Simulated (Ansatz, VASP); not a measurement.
SiC: VASP beside Ansatz

```
Si C
1.0
     0.00000    2.12393    2.12393
     2.12393    0.00000    2.12393
     2.12393    2.12393    0.00000
Si C
1 1
Direct
  0.00589 0.99411 0.00589
  0.73623 0.76377 0.73623
```

Change from the starting cell: mode 6 frozen in at -0.060 Å, equal normal strain along x, y and z -0.0250.

Alike in both runs: task single point; functional PBEsol; k mesh 10 × 10 × 10; occupations gaussian, width 0.05 eV; no spin polarisation.

|  | VASP | Ansatz |
| --- | --- | --- |
| version | VASP 6.6.1 | Ansatz 0.2.0 |
| potentials or method | VASP PAW PBE potentials, release 64 (Si, C), cutoff 600 eV | scalar-relativistic, plane waves, PAW |
| valence electrons in the cell | 8 | 8 |

```tsv
	VASP	Ansatz	Ansatz less VASP
gap on the k mesh at the Fermi level (eV)	0.77	0.78	+0.010
least direct gap on the mesh (eV)	4.32	4.33	+0.016
pressure (GPa)	20.8	20.6	-0.24
traceless stress, the component that is largest in VASP (GPa)	-9.13	-9.08	+0.052
rms of the force components (eV/Å)	1.088	1.086	-0.0022
```

VASP's potentials were made for PBE, not for PBEsol, and Ansatz warns of the same on its side. Atom by atom the forces differ by 0.002 eV/Å (rms over components).
